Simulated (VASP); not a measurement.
Wanted: the native input for a VASP 6.6.1 run.

```
Task                   : single point
Functional             : PBE
Potentials or basis    : VASP PAW PBE potentials, release 64 (Sn_d, Se)
Cutoff                 : 520 eV
k mesh                 : 14 × 14 × 14
Occupations            : fermi-dirac, width 0.08 eV
Spin                   : no spin polarisation
Dipole correction      : no
Further INCAR settings : ALGO = Normal; EDIFF = 1e-07; NBANDS = 17
```

The structure of SnSe (CsCl type) lies in POSCAR:

```
SnSe
1.0
    3.6804966712      0.0000000000      0.0000000000
    0.0000000000      3.6804966712      0.0000000000
    0.0000000000      0.0000000000      3.6804966712
Sn Se
1 1
Direct
    0.0000000000      0.0000000000      0.0000000000
    0.5000000000      0.5000000000      0.5000000000
```

The input as run:

INCAR

```
SYSTEM = SnSe
PREC     = Accurate       ! precision mode
ENCUT    = 520            ! plane-wave cutoff, eV
EDIFF    = 1E-7           ! SCF threshold, eV
ISMEAR   = -1             ! smearing method
SIGMA    = 0.08           ! smearing width, eV
LREAL    = .False.        ! projectors in reciprocal space
LASPH    = .True.         ! aspherical terms in the spheres
NELM     = 60             ! most SCF steps
ALGO     = Normal         ! electronic algorithm
ISIF     = 2              ! what is computed and relaxed
LWAVE    = .False.        ! write WAVECAR
LCHARG   = .False.        ! write CHGCAR
GGA      = PE             ! functional
NBANDS   = 17             ! bands
```

KPOINTS

```
Automatic mesh
0
Gamma
  14 14 14
  0 0 0
```

Potentials or basis: VASP PAW PBE potentials, release 64 (Sn_d, Se).

The run is started by

```console
$ cat potpaw_PBE.64/Sn_d/POTCAR potpaw_PBE.64/Se/POTCAR > POTCAR
$ mpirun -np 1 vasp_std > vasp.out
```

Results of the run:

```yaml
Pressure: 0.0 GPa
Band_gap_on_the_k_mesh: zero (bands 10 and 11 overlap by 1.34 eV)
```

Caveat: spin-orbit coupling is left out, which moves the levels of the heavy elements.

Wall time 34 s on 1 thread of AMD EPYC 9R45 96-Core Processor (Zen 5), on a shared host, peak memory 0.2 GiB.
